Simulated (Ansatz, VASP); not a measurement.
# One calculation of AlCo, two programs

INCAR

```
PREC = Accurate
ENCUT = 520
EDIFF = 1E-6
ISMEAR = 0
SIGMA = 0.15
LREAL = False
LASPH = True
NELM = 60
ALGO = Fast
ISIF = 2
LWAVE = False
LCHARG = False
GGA = PE
NBANDS = 13
```

KPOINTS

```
Automatic mesh
0
Gamma
  22 22 22
```

The input POSCAR:

```
AlCo
1.0
    2.8519024094      0.0000000000      0.0000000000
    0.0000000000      2.8519024094      0.0000000000
    0.0000000000      0.0000000000      2.8519024094
Al Co
1 1
Direct
    0.0000000000      0.0000000000      0.0000000000
    0.5101221954      0.5101221954      0.5101221954
```

Input for Ansatz:

```yaml
crystal:
  lattice:
    - [2.8519024094, 0.0, 0.0]
    - [0.0, 2.8519024094, 0.0]
    - [0.0, 0.0, 2.8519024094]
  atoms:
    - { symbol: Al, position: [0.0, 0.0, 0.0] }
    - { symbol: Co, position: [0.5101221954, 0.5101221954, 0.5101221954] }
basis:
  ecutwfc: 420
kpoints:
  mp_grid: { grid: [22, 22, 22] }
hamiltonian:
  xc: pbe
scf:
  occupations: { method: gaussian, width: 0.15 }
output:
  forces: true
  stress: true
  eigenvalues: true
  write_density: true
  write_potential: true
  elf: true
  volumetric_format: npy
```

Change from the starting cell: all Co atoms moved -0.050 Å, as atom 2 towards its neighbour atom 1 (Al) at 2.470 Å.

Alike in both runs: task single point; functional PBE; k mesh 22 × 22 × 22; occupations gaussian, width 0.15 eV; no spin polarisation.

```csv
,VASP,Ansatz
version,VASP 6.6.1,Ansatz 0.2.0
potentials or method,"VASP PAW PBE potentials, release 64 (Al, Co), cutoff 520 eV","scalar-relativistic, plane waves, PAW"
valence electrons in the cell,12,20
```

```tsv
	VASP	Ansatz	Ansatz less VASP
gap on the k mesh at the Fermi level (eV)	none	none	-
pressure (GPa)	-0.1	0.2	+0.34
traceless stress, the component that is largest in VASP (GPa)	0.14	0.14	-0.001
rms of the force components (eV/Å)	0.211	0.210	-0.0008
```

Atom by atom the forces differ by 0.001 eV/Å (rms over components). A gap of «none» marks a metal or a gap that the smearing closes. With one functional, cell and mesh, what is left measures potentials, basis and numerics. VASP's potentials hold 12 valence electrons a cell and Ansatz's 20, so a difference there can come from the potentials and not from the codes.
